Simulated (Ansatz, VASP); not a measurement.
Ag in VASP and in Ansatz

```
Ag
1.0
     0.00000    2.03288    2.04310
     2.04310    0.00000    2.04310
     2.04310    2.03288    0.00000
Ag
1
Direct
  0.00000 0.00000 0.00000
```

Change from the starting cell: strain -0.0050 x Voigt [0, 1, 0, 0, 0, 0], atoms carried along.

Alike in both runs: task single point; functional PBE; k mesh 20 × 20 × 20; occupations gaussian, width 0.15 eV; no spin polarisation.

|  | VASP | Ansatz |
| --- | --- | --- |
| version | VASP 6.6.1 | Ansatz 0.2.0 |
| potentials or method | VASP PAW PBE potentials, release 64 (Ag), cutoff 520 eV | scalar-relativistic, plane waves, PAW |
| valence electrons in the cell | 11 | 19 |

```tsv
	VASP	Ansatz	Ansatz less VASP
gap on the k mesh at the Fermi level (eV)	none	none	-
pressure (GPa)	5.2	5.3	+0.12
traceless stress, the component that is largest in VASP (GPa)	0.13	0.13	+0.001
```

A gap of «none» marks a metal or a gap that the smearing closes. VASP's potentials hold 11 valence electrons a cell and Ansatz's 19, so a difference there can come from the potentials and not from the codes.
